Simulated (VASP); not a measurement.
InSb: single point with r2SCAN

InSb:

```
In Sb
1.0
     0.00000    3.34383    3.34383
     3.34383    0.00000    3.34383
     3.34383    3.34383    0.00000
In Sb
1 1
Direct
  0.00000 0.00000 0.00000
  0.25000 0.25000 0.25000
```

This cell differs from its parent crystal: volume changed by +6%.

* Program: VASP 6.6.1
* Task: single point
* Functional: r2SCAN
* Potentials or basis: VASP PAW PBE potentials, release 64 (In_d, Sb)
* Cutoff: 520 eV
* k mesh: 6 × 6 × 6
* Occupations: fermi-dirac, width 0.02 eV
* Spin: no spin polarisation

```json
{"Pressure": "-2.2 GPa", "Band gap on the k mesh": "zero (filled and empty bands touch)"}
```

Levels at points of the mesh, in eV from the Fermi level:
| k point | band 6 | band 7 | band 8 | band 9 | band 10 | band 11 | band 12 | band 13 |
| --- | --- | --- | --- | --- | --- | --- | --- | --- |
| (0.00, 0.00, 0.00) | -10.55 | -0.35 | -0.01 | -0.01 | -0.01 | 3.21 | 3.21 | 3.21 |
| (0.50, 0.00, 0.00) | -9.33 | -5.36 | -0.92 | -0.92 | 0.64 | 4.06 | 4.06 | 6.45 |
| (0.50, 0.50, 0.00) | -8.80 | -5.69 | -2.06 | -2.06 | 1.56 | 1.70 | 8.14 | 8.14 |

Wall time 72 s on 1 thread of Intel(R) Xeon(R) Platinum 8488C (Sapphire Rapids) (shared host), peak memory 0.22 GiB.

Caveat: the PAW data sets were made with another functional, which shifts forces and pressure a little; spin-orbit coupling is left out, which moves the levels of the heavy elements.
